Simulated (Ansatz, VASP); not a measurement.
# One calculation of SiC, two programs

Contents of INCAR:

```
PREC = Accurate
ENCUT = 520
EDIFF = 1E-7
ISMEAR = 0
SIGMA = 0.05
LREAL = F
LASPH = T
NELM = 60
ALGO = Normal
ISIF = 2
LWAVE = F
LCHARG = F
GGA = PE
NBANDS = 26
```

File KPOINTS:

```
Automatic mesh
0
Gamma
  12 12 4
```

Contents of POSCAR:

```
SiC
1.0
    3.0941201807      0.0000000000      0.0000000000
   -1.5470600903      2.6795866789     -0.0401938002
    0.0000000000     -0.1519400880     10.1293391985
Si C
4 4
Direct
    0.6666666667      0.3333333333      0.9378441878
    0.3333333333      0.6666666667      0.4378441878
    0.0000000000      0.0000000000      0.6878995565
    0.0000000000      0.0000000000      0.1878995565
    0.6666666667      0.3333333333      0.7498074459
    0.3333333333      0.6666666667      0.2498074459
    0.0000000000      0.0000000000      0.5004478098
    0.0000000000      0.0000000000      0.0004478098
```

Input for Ansatz:

```yaml
crystal:
  lattice:
    - [3.0941201807, 0.0, 0.0]
    - [-1.5470600903, 2.6795866789, -0.0401938002]
    - [0.0, -0.151940088, 10.1293391985]
  atoms:
    - { symbol: Si, position: [0.6666666667, 0.3333333333, 0.9378441878] }
    - { symbol: Si, position: [0.3333333333, 0.6666666667, 0.4378441878] }
    - { symbol: Si, position: [0.0, 0.0, 0.6878995565] }
    - { symbol: Si, position: [0.0, 0.0, 0.1878995565] }
    - { symbol: C, position: [0.6666666667, 0.3333333333, 0.7498074459] }
    - { symbol: C, position: [0.3333333333, 0.6666666667, 0.2498074459] }
    - { symbol: C, position: [0.0, 0.0, 0.5004478098] }
    - { symbol: C, position: [0.0, 0.0, 0.0004478098] }
basis:
  ecutwfc: 420
kpoints:
  mp_grid: { grid: [12, 12, 4] }
hamiltonian:
  xc: pbe
scf:
  occupations: { method: gaussian, width: 0.05 }
output:
  forces: true
  stress: true
  eigenvalues: true
```

Change from the starting cell: strain -0.0300 x Voigt [0, 0, 0, 1, 0, 0], atoms carried along.

Alike in both runs: task single point; functional PBE; k mesh 12 × 12 × 4; occupations gaussian, width 0.05 eV; no spin polarisation.

|  | VASP | Ansatz |
| --- | --- | --- |
| version | VASP 6.6.1 | Ansatz 0.2.0 |
| potentials or method | VASP PAW PBE potentials, release 64 (Si, C), cutoff 520 eV | scalar-relativistic, plane waves, PAW |
| valence electrons in the cell | 32 | 32 |

|  | VASP | Ansatz | Ansatz less VASP |
| --- | --- | --- | --- |
| gap on the k mesh at the Fermi level (eV) | 2.10 | 2.10 | +0.001 |
| least direct gap on the mesh (eV) | 3.29 | 3.29 | +0.002 |
| pressure (GPa) | 0.0 | 0.1 | +0.05 |
| traceless stress, the component that is largest in VASP (GPa) | 5.04 | 5.03 | -0.015 |
| rms of the force components (eV/Å) | 0.086 | 0.087 | +0.0002 |

Atom by atom the forces differ by 0.001 eV/Å (rms over components). With one functional, cell and mesh, what is left measures potentials, basis and numerics.
